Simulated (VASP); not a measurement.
# GaP (Fm-3m) in VASP: notebook

GaP is run at these levels: PBEsol, PBEsol+D4; tasks: single point.

All numbers are computed with VASP 6.6.1; they aren't measurements. Logs are shortened: lines on timing, memory, paths and dates and some standing lists are left out, and cuts for length are marked.

### 1 The cell of the first run

Symmetry: Fm-3m, No. 225, cubic system. Conventional cell: a = 5.117 Å, b = 5.117 Å, c = 5.117 Å, α = 90.00°, β = 90.00°, γ = 90.00°. Ga (site symmetry m-3m) has 6 P at 2.56 Å within 3.4 Å. P (site symmetry m-3m) has 6 Ga at 2.56 Å within 3.4 Å.

### 2 Single point, PBEsol

The input, INCAR:

```
SYSTEM = GaP
  PREC = Accurate
  ENCUT = 500
  EDIFF = 1E-6
  ISMEAR = 1
  SIGMA = 0.5
  LREAL = .False.
  LASPH = .True.
  NELM = 120
  ALGO = Normal
  ISIF = 2
  LWAVE = .False.
  LCHARG = .False.
  GGA = PS
  NBANDS = 16
  GGA_COMPAT = .False.
```

The input, KPOINTS:

```
Automatic mesh
0
Gamma
  6 6 6
  0 0 0
```

The input, POSCAR:

```
GaP
1.0
    0.0000000000      2.5585353464      2.5585353464
    2.5585353464      0.0000000000      2.5585353464
    2.5585353464      2.5585353464      0.0000000000
Ga P
1 1
Direct
    0.0000000000      0.0000000000      0.0000000000
    0.5000000000      0.5000000000      0.5000000000
```

Potentials or basis: VASP PAW PBE potentials, release 64 (Ga_d, P).

Command:

```
$ cat potpaw_PBE.64/Ga_d/POTCAR potpaw_PBE.64/P/POTCAR > POTCAR
$ mpirun -np 1 vasp_std > vasp.out
```

OUTCAR:

```text
SYSTEM = GaP
   PREC = Accurate
   ENCUT = 500
   EDIFF = 1E-6
   ISMEAR = 1
   LREAL = .False.
   LASPH = .True.
   NELM = 120
   ISIF = 2
   GGA = PS

 ion  position               nearest neighbor table
   1  0.000  0.000  0.000-   2 2.56   2 2.56   2 2.56   2 2.56   2 2.56   2 2.56
   2  0.500  0.500  0.500-   1 2.56   1 2.56   1 2.56   1 2.56   1 2.56   1 2.56

  LATTYP: Found a face centered cubic cell.
 ALAT       =     5.1170706928

  Lattice vectors:

 A1 = (   0.0000000000,   2.5585353464,   2.5585353464)
 A2 = (   2.5585353464,   0.0000000000,   2.5585353464)
 A3 = (   2.5585353464,   2.5585353464,   0.0000000000)

Analysis of symmetry for initial positions (statically):
=====================================================================
 Subroutine PRICEL returns:
 Original cell was already a primitive cell.

 Routine SETGRP: Setting up the symmetry group for a
 face centered cubic supercell.

 Subroutine GETGRP returns: Found 48 space group operations
 (whereof 48 operations were pure point group operations)
 out of a pool of 48 trial point group operations.

The static configuration has the point symmetry O_h .

Analysis of symmetry for dynamics (positions and initial velocities):
=====================================================================
 Subroutine PRICEL returns:
 Original cell was already a primitive cell.

 Routine SETGRP: Setting up the symmetry group for a
 face centered cubic supercell.

 Subroutine GETGRP returns: Found 48 space group operations
 (whereof 48 operations were pure point group operations)
 out of a pool of 48 trial point group operations.

The dynamic configuration has the point symmetry O_h .

 Subroutine INISYM returns: Found 48 space group operations
 (whereof 48 operations are pure point group operations),
 and found     1 'primitive' translations

----------------------------------------------------------------------------------------

                                     Primitive cell

  volume of cell :      33.4969

  direct lattice vectors                    reciprocal lattice vectors
     0.000000000  2.558535346  2.558535346    -0.195424308  0.195424308  0.195424308
     2.558535346  0.000000000  2.558535346     0.195424308 -0.195424308  0.195424308
     2.558535346  2.558535346  0.000000000     0.195424308  0.195424308 -0.195424308

  length of vectors
     3.618315387  3.618315387  3.618315387     0.338484831  0.338484831  0.338484831

[... 70 lines left out ...]
   NELM   =    120;   NELMIN=  2; NELMDL= -5     # of ELM steps
   EDIFF  = 0.1E-05   stopping-criterion for ELM
   LREAL  =      F    real-space projection
   EDIFFG = 0.1E-04   stopping-criterion for IOM
   NSW    =      0    number of steps for IOM
   IBRION =     -1    ionic relax: 0-MD 1-quasi-New 2-CG
   NFREE  =      0    steps in history (QN), initial steepest desc. (CG)
   ISIF   =      2    stress and relaxation
   ISYM   =      2    0-nonsym 1-usesym 2-fastsym
   POTIM  = 0.5000    time-step for ionic-motion
   TEBEG  =    0.0;   TEEND  =   0.0 temperature during run
   PSTRESS=    0.0 pullay stress
   NELECT =      18.0000    total number of electrons
   NUPDOWN=      -1.0000    fix difference up-down
   EMIN   =  10.00;   EMAX   =-10.00  energy-range for DOS
   EFERMI =   0.00;   METHOD = LEGACY
   ISMEAR =     1;   SIGMA  =   0.50  broadening in eV -4-tet -1-fermi 0-gaus
   EFERMI_NEDOS =   21; number of points for ismear=-14 and -15
   IALGO  =     38    algorithm
   IMIX   =      4    mixing-type and parameters
     AMIX     =   0.40;   BMIX     =  1.00
     AMIX_MAG =   1.60;   BMIX_MAG =  1.00
  volume/ion in A,a.u.               =      16.75       113.02
  Fermi-wavevector in a.u.,A,eV,Ry     =   1.330958  2.515145 24.102018  1.771448
  Thomas-Fermi vector in A             =   2.460005
   LORBIT       =      0    0 simple, 1 ext, 2 COOP (PROOUT), +10 PAW based schemes
   GGA     = PS    functional components
   LHFCALC =     F    Hartree Fock is set to
   AEXX    =    0.0000 exact exchange contribution
   IVDW    =     0    specifies the selected vdW correction
   LEPSILON=     F    determine dielectric tensor
   LRPA    =     F    only Hartree local field effects (RPA)
 non-spin polarized calculation
 Methfessel and Paxton  Order N= 1 SIGMA  =   0.50
  energy-cutoff  :      500.00
  volume of cell :       33.50
 maximum number of plane-waves:       869
 NGX is ok and might be reduce to    28
   NGX = 13   NGY = 13   NGZ = 13

 number of electron      17.9999996 magnetization

 Free energy of the ion-electron system (eV)
  ---------------------------------------------------
  ext. energy  EPLUGINS =         0.00000000
  ---------------------------------------------------
  free energy    TOTEN  =        -9.26457989 eV

  energy without entropy =       -9.24498889  energy(sigma->0) =       -9.25804956

 E-fermi :   6.7167     XC(G=0): -11.2157

 val. band max:        6.6622870336   @ k =   0.3333   0.0000   0.0000
 cond. band min:       6.8017945222   @ k =   0.5000   0.0000   0.0000
 fundamental gap:      0.1395074886
 Fermi energy:         6.7167428399

 k-point     1 :       0.0000    0.0000    0.0000
  band No.  band energies     occupation
      1      -8.0603      2.00000
      2      -8.0603      2.00000
      3      -8.0345      2.00000
      4      -8.0345      2.00000
      5      -8.0345      2.00000
      6      -6.8067      2.00000
[... 281 lines left out ...]
      3      -8.0482      2.00000
      4      -7.9927      2.00000
      5      -7.9616      2.00000
      6      -2.5914      2.00000
[... 8 lines left out ...]
     15      20.1733      0.00000
     16      21.6915      0.00000

------------------------ aborting loop because EDIFF is reached ----------------------------------------

  FORCE on cell =-STRESS in cart. coord.  units (eV):
  Direction    XX          YY          ZZ          XY          YZ          ZX
  --------------------------------------------------------------------------------------
  -------------------------------------------------------------------------------------
  Total       -0.3104167     -0.3104167     -0.3104167     -0.0000000     -0.0000000      0.0000000
  in kB      -14.8474334    -14.8474334    -14.8474334     -0.0000000     -0.0000000      0.0000000
  external PRESSURE =     -14.8474334 kB  Pullay stress =       0.0000000 kB

 VOLUME and BASIS-vectors are now :
 -----------------------------------------------------------------------------
  energy-cutoff  :      500.00
  volume of cell :       33.50
      direct lattice vectors                 reciprocal lattice vectors
     0.000000000  2.558535346  2.558535346    -0.195424308  0.195424308  0.195424308
     2.558535346  0.000000000  2.558535346     0.195424308 -0.195424308  0.195424308
     2.558535346  2.558535346  0.000000000     0.195424308  0.195424308 -0.195424308

 POSITION                                       TOTAL-FORCE (eV/Angst)
 -----------------------------------------------------------------------------------
      0.00000      0.00000      0.00000        -0.000000     -0.000000     -0.000000
      2.55854      2.55854      2.55854         0.000000      0.000000      0.000000
 -----------------------------------------------------------------------------------
    total drift:                               -0.000000      0.000000      0.000000

  FREE ENERGIE OF THE ION-ELECTRON SYSTEM (eV)
  ---------------------------------------------------
  free  energy   TOTEN  =        -9.2645798864 eV

  energy  without entropy=       -9.2449888937  energy(sigma->0) =       -9.25804956
```

OSZICAR:

```text
N       E                     dE             d eps       ncg     rms          rms(c)
DAV:   1     0.741205234099E+02    0.74121E+02   -0.88299E+03   544   0.177E+03
DAV:   2    -0.422211902861E+01   -0.78343E+02   -0.74931E+02   568   0.293E+02
DAV:   3    -0.936566169473E+01   -0.51435E+01   -0.50897E+01   672   0.601E+01
DAV:   4    -0.942862747429E+01   -0.62966E-01   -0.62949E-01   592   0.699E+00
DAV:   5    -0.942980478264E+01   -0.11773E-02   -0.11772E-02   672   0.890E-01    0.362E+00
DAV:   6    -0.928026399042E+01    0.14954E+00   -0.26085E-01   736   0.109E+01    0.223E+00
DAV:   7    -0.926621648405E+01    0.14048E-01   -0.44775E-02   800   0.195E+00    0.846E-01
DAV:   8    -0.926461732365E+01    0.15992E-02   -0.47964E-03   640   0.102E+00    0.101E-01
DAV:   9    -0.926457856144E+01    0.38762E-04   -0.42662E-04   672   0.346E-01    0.748E-02
DAV:  10    -0.926457826974E+01    0.29170E-06   -0.28144E-05   600   0.456E-02    0.459E-02
DAV:  11    -0.926458005224E+01   -0.17825E-05   -0.70787E-06   704   0.374E-02    0.228E-03
DAV:  12    -0.926457988639E+01    0.16584E-06   -0.64530E-07   376   0.769E-03
   1 F= -.92645799E+01 E0= -.92580496E+01  d E =-.195910E-01
```

stdout:

```text
POSCAR found type information on POSCAR GaP
 POSCAR found :  2 types and       2 ions
 scaLAPACK will be used
 -----------------------------------------------------------------------------
|                                                                             |
|                                                                             |
|     You enforced a specific xc type in the INCAR file but a different       |
|     I HOPE YOU KNOW WHAT YOU ARE DOING!                                     |
|                                                                             |
 -----------------------------------------------------------------------------

 LDA part: xc-table for (Slater+PW92), standard interpolation
 POSCAR, INCAR and KPOINTS ok, starting setup
 FFT: planning ... GRIDC
 FFT: planning ... GRID_SOFT
 FFT: planning ... GRID
 WAVECAR not read
 entering main loop
```

Run time: 17 s. Hardware: 1 thread of AMD EPYC 7R13, shared host; peak memory 0.12 GiB.

Results:

| Quantity | Value |
| --- | --- |
| Free energy | -9.2646 eV |
| Pressure | -1.5 GPa |
| Band gap on the k mesh | zero (band 9 reaches 7.19 eV, above the bottom of band 10 at 3.85 eV) |

Caveat: the PAW data sets were made with another functional, which shifts forces and pressure a little.

### 3 Single point, PBEsol+D4

The input, INCAR:

```
ALGO = Normal
EDIFF = 1E-6
ENCUT = 500
GGA = PS
GGA_COMPAT = F
ISIF = 2
ISMEAR = -1
IVDW = 13
LASPH = T
LCHARG = T
LELF = T
LREAL = F
LVHAR = T
LWAVE = F
NBANDS = 16
NELM = 120
PREC = Accurate
SIGMA = 0.02
```

The input, KPOINTS:

```
k-points
0
Gamma
  6 6 6
```

POSCAR is that of step 2.

Potentials or basis: VASP PAW PBE potentials, release 64 (Ga_d, P).

Command:

```
$ cat potpaw_PBE.64/Ga_d/POTCAR potpaw_PBE.64/P/POTCAR > POTCAR
$ mpirun -np 1 vasp_std > vasp.out
```

It took 25 s on 1 thread of AMD EPYC 7R13, shared host; peak memory 0.13 GiB.

It converged, with:

| Item | Value |
| --- | --- |
| Free energy | -9.8105 eV |
| Pressure | -4.1 GPa |
| Band gap on the k mesh | zero (band 9 reaches 7.19 eV, above the bottom of band 10 at 3.85 eV) |
| Dispersion energy per atom | -0.280 eV |

Levels at points of the mesh, in eV from the Fermi level:
```csv
k point,band 6,band 7,band 8,band 9,band 10,band 11,band 12,band 13
"(0.00, 0.00, 0.00)",-13.45,-0.03,-0.03,-0.03,1.62,7.00,7.00,7.00
"(0.50, 0.00, 0.00)",-10.56,-8.03,0.16,0.16,2.93,2.93,3.07,5.26
"(0.50, 0.50, 0.00)",-9.42,-6.08,-3.19,-2.79,-2.79,3.20,11.05,11.05
```

Caveat: the PAW data sets were made with another functional, which shifts forces and pressure a little; pairwise dispersion overbinds metals, which lowers pressure and volume.
